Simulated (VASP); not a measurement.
# Ti2Te3Pt (P6/mmm) in VASP: further runs

Ti2Te3Pt is run at these levels: PBE; tasks: relaxation of cell and atoms, single point.

Program: VASP 6.6.1. These are calculated values, not measurements. Logs are shortened: lines on timing, memory, paths and dates and some standing lists are left out, and cuts for length are marked.

## 1. The cell of the first run

The structure is hexagonal, space group P6/mmm (No. 191). The conventional cell has a = 6.554 Å, b = 6.554 Å, c = 3.851 Å, α = 90.00°, β = 90.00°, γ = 120.00°. Ti (site symmetry -6m2) has 6 Te at 2.70 Å within 3.6 Å. Within 3.6 Å of Te (site symmetry mmm) lie 4 Ti at 2.70 Å and 4 Te at 3.28 Å. Within 5.0 Å of Pt (site symmetry 6/mmm) lie 6 Ti at 3.78 Å and 12 Te at 3.80 Å and 2 Pt at 3.85 Å.

The cell was generated, and may not be a known phase.

## 2. Relaxation of cell and atoms, PBE

INCAR

```
PREC     = Accurate       # precision mode
ENCUT    = 600            # plane-wave cutoff, eV
EDIFF    = 1E-6           # SCF threshold, eV
ISMEAR   = 0              # smearing method
SIGMA    = 0.1            # smearing width, eV
LREAL    = F              # projectors in reciprocal space
LASPH    = T              # aspherical terms in the spheres
NELM     = 80             # most SCF steps
ALGO     = Normal         # electronic algorithm
ISIF     = 3              # what is computed and relaxed
LWAVE    = F              # write WAVECAR
LCHARG   = F              # write CHGCAR
GGA      = PE             # functional
IBRION   = 2              # ionic algorithm
NSW      = 90             # ionic steps
EDIFFG   = -0.04          # ionic threshold
```

KPOINTS

```
Automatic mesh
0
Gamma
  3 3 4
```

POSCAR

```
Ti2Te3Pt
1.0
    6.5536084900      0.0000000000      0.0000000000
   -3.2768042500      5.6755914400      0.0000000000
    0.0000000000      0.0000000000      3.8506261000
Ti Te Pt
2 3 1
Direct
    0.3333333300      0.6666666700      0.0000000000
    0.6666666700      0.3333333300      0.0000000000
    0.5000000000      0.0000000000      0.5000000000
    0.5000000000      0.5000000000      0.5000000000
    0.0000000000      0.5000000000      0.5000000000
    0.0000000000      0.0000000000      0.0000000000
```

Potentials or basis: VASP PAW PBE potentials, release 64 (Ti_sv, Te, Pt).

On the command line:

```
cat potpaw_PBE.64/Ti_sv/POTCAR potpaw_PBE.64/Te/POTCAR potpaw_PBE.64/Pt/POTCAR > POTCAR
mpirun -np 1 vasp_std > vasp.out
```

OUTCAR:

```text
PREC = Accurate
   ENCUT = 600
   EDIFF = 1E-6
   ISMEAR = 0
   LREAL = F
   LASPH = T
   NELM = 80
   ISIF = 3
   GGA = PE
   IBRION = 2
   NSW = 90
   EDIFFG = -0.04

 ion  position               nearest neighbor table
   1  0.333  0.667  0.000-   5 2.70   5 2.70   3 2.70   3 2.70   4 2.70   4 2.70
   2  0.667  0.333  0.000-   5 2.70   5 2.70   3 2.70   3 2.70   4 2.70   4 2.70
   3  0.500  0.000  0.500-   1 2.70   2 2.70   1 2.70   2 2.70   5 3.28   5 3.28   4 3.28   4 3.28

   4  0.500  0.500  0.500-   1 2.70   2 2.70   1 2.70   2 2.70   5 3.28   5 3.28   3 3.28   3 3.28

   5  0.000  0.500  0.500-   1 2.70   2 2.70   1 2.70   2 2.70   3 3.28   3 3.28   4 3.28   4 3.28

   6  0.000  0.000  0.000-

  LATTYP: Found a hexagonal cell.
 ALAT       =     6.5536084900
 C/A-ratio  =     0.5875581530

  Lattice vectors:

 A1 = (   6.5536084900,   0.0000000000,   0.0000000000)
 A2 = (  -3.2768042500,   5.6755914400,   0.0000000000)
 A3 = (   0.0000000000,   0.0000000000,   3.8506261000)

Analysis of symmetry for initial positions (statically):
=====================================================================
 Subroutine PRICEL returns:
 Original cell was already a primitive cell.

 Routine SETGRP: Setting up the symmetry group for a
 hexagonal supercell.

 Subroutine GETGRP returns: Found 24 space group operations
 (whereof 24 operations were pure point group operations)
 out of a pool of 24 trial point group operations.

The static configuration has the point symmetry D_6h.

Analysis of symmetry for dynamics (positions and initial velocities):
=====================================================================
 Subroutine PRICEL returns:
 Original cell was already a primitive cell.

 Routine SETGRP: Setting up the symmetry group for a
 hexagonal supercell.

 Subroutine GETGRP returns: Found 24 space group operations
 (whereof 24 operations were pure point group operations)
 out of a pool of 24 trial point group operations.

The dynamic configuration has the point symmetry D_6h.

 Subroutine INISYM returns: Found 24 space group operations
 (whereof 24 operations are pure point group operations),
 and found     1 'primitive' translations

----------------------------------------------------------------------------------------

                                     Primitive cell

  volume of cell :     143.2264

  direct lattice vectors                    reciprocal lattice vectors
     6.553608490  0.000000000  0.000000000     0.152587693  0.088096546  0.000000000
    -3.276804250  5.675591440  0.000000000     0.000000000  0.176193091  0.000000000
     0.000000000  0.000000000  3.850626100     0.000000000  0.000000000  0.259698027

  length of vectors
     6.553608490  6.553608494  3.850626100     0.176193091  0.176193091  0.259698027

  position of ions in fractional coordinates (direct lattice)
     0.333333330  0.666666670  0.000000000
     0.666666670  0.333333330  0.000000000
     0.500000000  0.000000000  0.500000000
     0.500000000  0.500000000  0.500000000
     0.000000000  0.500000000  0.500000000
     0.000000000  0.000000000  0.000000000

  ion indices of the primitive-cell ions
   primitive index   ion index
                 1           1
                 2           2
                 3           3
                 4           4
                 5           5
                 6           6

----------------------------------------------------------------------------------------

 KPOINTS: Automatic mesh

Automatic generation of k-mesh.
 Grid dimensions read from file:
 generate k-points for:    3    3    4

 Generating k-lattice:

  Cartesian coordinates                     Fractional coordinates (reciprocal lattice)
     0.050862564  0.029365515  0.000000000     0.333333333  0.000000000  0.000000000
     0.000000000  0.058731030  0.000000000     0.000000000  0.333333333  0.000000000
     0.000000000  0.000000000  0.064924507     0.000000000  0.000000000  0.250000000

  Length of vectors
     0.058731030  0.058731030  0.064924507

  Shift w.r.t. Gamma in fractional coordinates (k-lattice)
     0.000000000  0.000000000  0.000000000

 Subroutine IBZKPT returns following result:
 ===========================================

 Found      9 irreducible k-points:

 Following reciprocal coordinates:
            Coordinates               Weight
  0.000000  0.000000  0.000000      1.000000
  0.333333  0.000000  0.000000      6.000000
  0.333333  0.333333  0.000000      2.000000
  0.000000  0.000000  0.250000      2.000000
  0.333333  0.000000  0.250000     12.000000
  0.333333  0.333333  0.250000      4.000000
  0.000000  0.000000  0.500000      1.000000
  0.333333  0.000000  0.500000      6.000000
  0.333333  0.333333  0.500000      2.000000
   k-points           NKPTS =      9   k-points in BZ     NKDIM =      9   number of bands    NBANDS=     31
   number of dos      NEDOS =    301   number of ions     NIONS =      6
[... 24 lines left out ...]
   POTIM  = 0.5000    time-step for ionic-motion
   TEBEG  =    0.0;   TEEND  =   0.0 temperature during run
   PSTRESS=    0.0 pullay stress
   NELECT =      52.0000    total number of electrons
   NUPDOWN=      -1.0000    fix difference up-down
   EMIN   =  10.00;   EMAX   =-10.00  energy-range for DOS
   EFERMI =   0.00;   METHOD = LEGACY
   ISMEAR =     0;   SIGMA  =   0.10  broadening in eV -4-tet -1-fermi 0-gaus
   EFERMI_NEDOS =   21; number of points for ismear=-14 and -15
   IALGO  =     38    algorithm
   IMIX   =      4    mixing-type and parameters
     AMIX     =   0.40;   BMIX     =  1.00
     AMIX_MAG =   1.60;   BMIX_MAG =  1.00
  volume/ion in A,a.u.               =      23.87       161.09
  Fermi-wavevector in a.u.,A,eV,Ry     =   1.167889  2.206990 18.557871  1.363965
  Thomas-Fermi vector in A             =   2.304383
   LORBIT       =      0    0 simple, 1 ext, 2 COOP (PROOUT), +10 PAW based schemes
   GGA     = PE    functional components
   LHFCALC =     F    Hartree Fock is set to
   AEXX    =    0.0000 exact exchange contribution
   IVDW    =     0    specifies the selected vdW correction
   LEPSILON=     F    determine dielectric tensor
   LRPA    =     F    only Hartree local field effects (RPA)
 conjugate gradient relaxation of ions
 non-spin polarized calculation
 Gauss-broadening in eV      SIGMA  =   0.10
  energy-cutoff  :      600.00
  volume of cell :      143.23
 maximum number of plane-waves:      4797
 NGX is ok and might be reduce to    54
   NGX = 27   NGY = 27   NGZ = 15

--------------------------------------- Ionic step        1  -------------------------------------------

 number of electron      52.0000004 magnetization

 Free energy of the ion-electron system (eV)
  ---------------------------------------------------
  ext. energy  EPLUGINS =         0.00000000
  ---------------------------------------------------
  free energy    TOTEN  =       -28.97066981 eV

  energy without entropy =      -28.92721498  energy(sigma->0) =      -28.94894239

------------------------ aborting loop because EDIFF is reached ----------------------------------------

  FORCE on cell =-STRESS in cart. coord.  units (eV):
  Direction    XX          YY          ZZ          XY          YZ          ZX
  --------------------------------------------------------------------------------------
  -------------------------------------------------------------------------------------
  Total        3.4654797      3.4654797      3.9422073     -0.0000000      0.0000000      0.0000000
  in kB       38.7659979     38.7659979     44.0988300     -0.0000000      0.0000000      0.0000000
  external PRESSURE =      40.5436086 kB  Pullay stress =       0.0000000 kB
[... 101 lines left out ...]
  FREE ENERGIE OF THE ION-ELECTRON SYSTEM (eV)
  ---------------------------------------------------
  free  energy   TOTEN  =       -29.0703629924 eV

  energy  without entropy=      -29.0231303238  energy(sigma->0) =      -29.04674666

 E-fermi :   6.9884     XC(G=0): -10.0626

 val. band max:        6.9612245614   @ k =   0.3333   0.0000   0.5000
 cond. band min:       6.9950680849   @ k =   0.3333   0.0000   0.0000
 fundamental gap:      0.0338435235
 Fermi energy:         6.9884021310

 k-point     1 :       0.0000    0.0000    0.0000
  band No.  band energies     occupation
      1     -50.6753      2.00000
      2     -50.6741      2.00000
      3     -26.9914      2.00000
      4     -26.9817      2.00000
      5     -26.9758      2.00000
      6     -26.9758      2.00000
[... 295 lines left out ...]
     30       7.5171      0.00000
     31       7.5171      0.00000

[... ionic steps 4 to 7 ...]

--------------------------------------- Ionic step        8  -------------------------------------------

 number of electron      52.0000008 magnetization

------------------------ aborting loop because EDIFF is reached ----------------------------------------

  FORCE on cell =-STRESS in cart. coord.  units (eV):
  Direction    XX          YY          ZZ          XY          YZ          ZX
  --------------------------------------------------------------------------------------
  -------------------------------------------------------------------------------------
  Total        0.6100719      0.6100719      0.8146516     -0.0000000      0.0000000      0.0000000
  in kB        6.1598277      6.1598277      8.2254461     -0.0000000      0.0000000      0.0000000
  external PRESSURE =       6.8483672 kB  Pullay stress =       0.0000000 kB
[... 65 lines left out ...]
  energy  without entropy=      -29.0585416654  energy(sigma->0) =      -29.09285317

--------------------------------------- Ionic step       10  -------------------------------------------

 number of electron      52.0000002 magnetization

 Free energy of the ion-electron system (eV)
  ---------------------------------------------------
  ext. energy  EPLUGINS =         0.00000000
  ---------------------------------------------------
  free energy    TOTEN  =       -29.13415834 eV

  energy without entropy =      -29.06938655  energy(sigma->0) =      -29.10177244

 E-fermi :   6.3711     XC(G=0):  -9.8315

 val. band max:        6.3680244720   @ k =   0.0000   0.0000   0.2500
 cond. band min:       6.3956458174   @ k =   0.0000   0.0000   0.2500
 fundamental gap:      0.0276213454
 Fermi energy:         6.3711368911

 k-point     1 :       0.0000    0.0000    0.0000
  band No.  band energies     occupation
      1     -51.3652      2.00000
      2     -51.3647      2.00000
      3     -27.6720      2.00000
      4     -27.6720      2.00000
      5     -27.6629      2.00000
      6     -27.6629      2.00000
[... 328 lines left out ...]
  FREE ENERGIE OF THE ION-ELECTRON SYSTEM (eV)
  ---------------------------------------------------
  free  energy   TOTEN  =       -29.1341583389 eV

  energy  without entropy=      -29.0693865463  energy(sigma->0) =      -29.10177244

 reached required accuracy - stopping structural energy minimisation
```

It took 24 min on 1 thread of Intel Xeon 8259CL, shared host; peak memory 0.34 GiB.

Results:

```
Free energy                           : -29.1342 eV
Relaxed volume                        : 26.68 Å³/atom
Relaxed cell                          : a = 7.187 Å, b = 7.187 Å, c = 3.579 Å, α = 90.00°, β = 90.00°, γ = 120.00°
Space group after relaxing (to 0.1 Å) : P6/mmm (No. 191)
Energy gained by relaxing             : 27.2 meV/atom
Ionic steps                           : 10
Pressure after relaxing               : 0.1 GPa
Band gap on the k mesh                : zero (bands 26 and 27 overlap by 0.54 eV)
```

Step by step:
```csv
step,energy change (eV),largest force (eV/Å),pressure (GPa),volume (Å³)
1,0.0000,0.0000,4.05,143.23
2,-0.0732,0.0000,-1.69,156.12
3,-0.0997,0.0000,0.04,151.49
4,-0.1087,0.0000,0.03,152.02
5,-0.1302,0.0000,0.09,153.54
6,-0.1569,0.0000,0.29,156.31
7,-0.1522,0.0000,0.73,160.74
8,-0.1620,0.0000,0.68,158.68
9,-0.1565,0.0000,-0.75,163.16
10,-0.1635,0.0000,0.08,160.07
```

Final structure:
```yaml
crystal:
  lattice:
    - [7.18677, 0.00000, 0.00000]
    - [-3.59338, 6.22392, 0.00000]
    - [0.00000, 0.00000, 3.57858]
  atoms:
    - { symbol: Ti, position: [0.33333, 0.66667, 0.00000] }
    - { symbol: Ti, position: [0.66667, 0.33333, 0.00000] }
    - { symbol: Te, position: [0.50000, 0.00000, 0.50000] }
    - { symbol: Te, position: [0.50000, 0.50000, 0.50000] }
    - { symbol: Te, position: [0.00000, 0.50000, 0.50000] }
    - { symbol: Pt, position: [0.00000, 0.00000, 0.00000] }
```

Caveat: the k points lie up to 0.44 Å⁻¹ apart in the final cell, too coarse for converged energies and pressures of a metal; the highest band is partly filled, so the run has too few bands; spin-orbit coupling is left out, which moves the levels of the heavy elements.

## 3. Relaxation of cell and atoms, PBE

This run uses another cell than the first one, of 26.39 Å³/atom.

INCAR

```
SYSTEM = Ti2Te3Pt
PREC = Accurate
ENCUT = 600
EDIFF = 1E-6
ISMEAR = 0
SIGMA = 0.1
LREAL = .FALSE.
LASPH = .TRUE.
NELM = 60
ALGO = Normal
ISIF = 3
LWAVE = .FALSE.
LCHARG = .FALSE.
GGA = PE
IBRION = 2
NSW = 90
EDIFFG = -0.04
```

KPOINTS

```
Automatic mesh
0
G
  3 3 6
  0 0 0
```

POSCAR

```
Ti2Te3Pt
1.0
    7.0931492393      0.0000000000      0.0000000000
   -3.5465746197      6.1428474341      0.0000000000
    0.0000000000      0.0000000000      3.6337548361
Ti Te Pt
2 3 1
Direct
    0.3333333333      0.6666666667      0.0000000000
    0.6666666667      0.3333333333      0.0000000000
    0.5000000000      0.0000000000      0.5000000000
    0.5000000000      0.5000000000      0.5000000000
    0.0000000000      0.5000000000      0.5000000000
    0.0000000000      0.0000000000      0.0000000000
```

Potentials or basis: VASP PAW PBE potentials, release 64 (Ti_sv, Te, Pt).

On the command line:

```
cat potpaw_PBE.64/Ti_sv/POTCAR potpaw_PBE.64/Te/POTCAR potpaw_PBE.64/Pt/POTCAR > POTCAR
mpirun -np 1 vasp_std > vasp.out
```

It took 30 min on 1 thread of Intel Xeon 8259CL, shared host; peak memory 0.39 GiB.

Results (log left out):

- Free energy: -29.1394 eV
- Relaxed volume: 27.11 Å³/atom
- Relaxed cell: a = 7.332 Å, b = 7.332 Å, c = 3.494 Å, α = 90.00°, β = 90.00°, γ = 120.00°
- Space group after relaxing (to 0.1 Å): P6/mmm (No. 191)
- Energy gained by relaxing: 1.9 meV/atom
- Ionic steps: 11
- Pressure after relaxing: -0.2 GPa
- Band gap on the k mesh: zero (bands 26 and 27 overlap by 0.55 eV)

The path:
```
step  energy change (eV)  largest force (eV/Å)  pressure (GPa)  volume (Å³)
   1              0.0000                0.0000            0.23       158.33
   2             -0.0010                0.0000           -0.01       159.22
   3             -0.0011                0.0000           -0.05       159.36
   4             -0.0019                0.0000           -0.08       159.58
   5             -0.0036                0.0000           -0.13       160.24
   6             -0.0063                0.0000           -0.21       161.52
   7             -0.0075                0.0000           -0.34       163.93
   8             -0.0102                0.0000           -0.32       162.55
   9             -0.0106                0.0000           -0.37       163.25
  10             -0.0108                0.0000           -0.35       162.94
  11             -0.0116                0.0000           -0.19       162.67
```

Final structure:
```
CELL_PARAMETERS angstrom
7.33182 0.00000 0.00000
-3.66591 6.34954 0.00000
0.00000 0.00000 3.49422
ATOMIC_POSITIONS crystal
Ti 0.33333 0.66667 0.00000
Ti 0.66667 0.33333 0.00000
Te 0.50000 0.00000 0.50000
Te 0.50000 0.50000 0.50000
Te 0.00000 0.50000 0.50000
Pt 0.00000 0.00000 0.00000
```

Levels at points of the mesh, in eV from the Fermi level:
| k point | band 22 | band 23 | band 24 | band 25 | band 26 | band 27 | band 28 | band 29 | band 30 | band 31 |
| --- | --- | --- | --- | --- | --- | --- | --- | --- | --- | --- |
| (0.00, 0.00, 0.00) | -0.87 | -0.67 | -0.63 | -0.43 | -0.33 | -0.33 | -0.05 | 0.11 | 0.13 | 0.13 |
| (0.00, 0.00, 0.50) | -0.45 | -0.28 | -0.28 | -0.18 | -0.18 | 0.39 | 0.47 | 0.79 | 0.79 | 0.99 |

Caveat: the highest band is partly filled, so the run has too few bands; spin-orbit coupling is left out, which moves the levels of the heavy elements.

## 4. Single point, PBE, collinear spin

This run uses another cell than the first one, of 26.39 Å³/atom.

INCAR

```
SYSTEM = Ti2Te3Pt
PREC = Accurate ; ENCUT = 520
EDIFF = 1E-6 ; ISMEAR = 0
SIGMA = 0.1 ; LREAL = .FALSE.
LASPH = .TRUE. ; NELM = 150
ALGO = Normal ; ISIF = 2
LWAVE = .FALSE. ; LCHARG = .FALSE.
ISPIN = 2 ; MAGMOM = 1 1 0 0 0 0
LORBIT = 11 ; LMAXMIX = 4
GGA = PE ; NBANDS = 39
```

KPOINTS is that of step 3.

POSCAR is that of step 3.

On the command line:

```
cat potpaw_PBE.64/Ti_sv/POTCAR potpaw_PBE.64/Te/POTCAR potpaw_PBE.64/Pt/POTCAR > POTCAR
mpirun -np 1 vasp_std > vasp.out
```

Run time: 10 min. Hardware: 1 thread of Intel Xeon 8259CL, shared host; peak memory 0.41 GiB.

It converged, with:

* Free energy: -29.1275 eV
* Pressure: 0.3 GPa
* Band gap on the k mesh: zero (filled and empty bands overlap)
* Net moment: 0.00 μB per cell
* Valence electrons inside the program's atomic spheres: Ti 10.23; Te 3.47; Pt 8.71

Stress tensor (GPa, compression positive):
```
0.35 0.00 0.00
0.00 0.35 0.00
0.00 0.00 0.10
```

Levels at points of the mesh, in eV from the Fermi level:
Spin up:
| k point | band 22 | band 23 | band 24 | band 25 | band 26 | band 27 | band 28 | band 29 | band 30 | band 31 |
| --- | --- | --- | --- | --- | --- | --- | --- | --- | --- | --- |
| (0.00, 0.00, 0.00) | -0.98 | -0.98 | -0.56 | -0.56 | -0.53 | -0.34 | -0.04 | -0.04 | 0.09 | 0.09 |
| (0.00, 0.00, 0.50) | -0.58 | -0.37 | -0.37 | -0.11 | -0.11 | 0.52 | 0.69 | 0.78 | 0.88 | 0.88 |
Spin down:
| k point | band 24 | band 25 | band 26 | band 27 | band 28 | band 29 |
| --- | --- | --- | --- | --- | --- | --- |
| (0.00, 0.00, 0.00) | -0.56 | -0.56 | -0.53 | -0.34 | -0.04 | -0.04 |
| (0.00, 0.00, 0.50) | -0.37 | -0.11 | -0.11 | 0.52 | 0.69 | 0.78 |

Caveat: spin-orbit coupling is left out, which moves the levels of the heavy elements.

## 5. Summary

```csv
task,spin,cell,k mesh,cutoff (eV),gap on the mesh (eV),pressure (GPa),relaxed volume (Å³/atom)
relaxation of cell and atoms,off,"relaxed from a = 6.554, b = 6.554, c = 3.851 Å, angles 90.0, 90.0, 120.0°, 6 atoms",3 × 3 × 4,600,none,0.1,26.68
relaxation of cell and atoms,off,"relaxed from a = 7.093, b = 7.093, c = 3.634 Å, angles 90.0, 90.0, 120.0°, 6 atoms",3 × 3 × 6,600,none,-0.2,27.11
single point,collinear,"a = 7.093, b = 7.093, c = 3.634 Å, angles 90.0, 90.0, 120.0°, 6 atoms",3 × 3 × 6,520,none,0.3,-
```

Alike in all rows: level PBE; potentials or basis VASP PAW PBE potentials, release 64 (Ti_sv, Te, Pt); smearing gaussian 0.1 eV.

Caveats: some runs use coarse meshes; spin-orbit coupling is left out, which moves the levels of the heavy elements; the highest band is partly filled, so the run has too few bands (at least some runs).

Total energies depend on the potentials used, so only differences within one code and one set of settings carry meaning.

The gap in the log of VASP goes by the Fermi energy; the results here count the filled bands.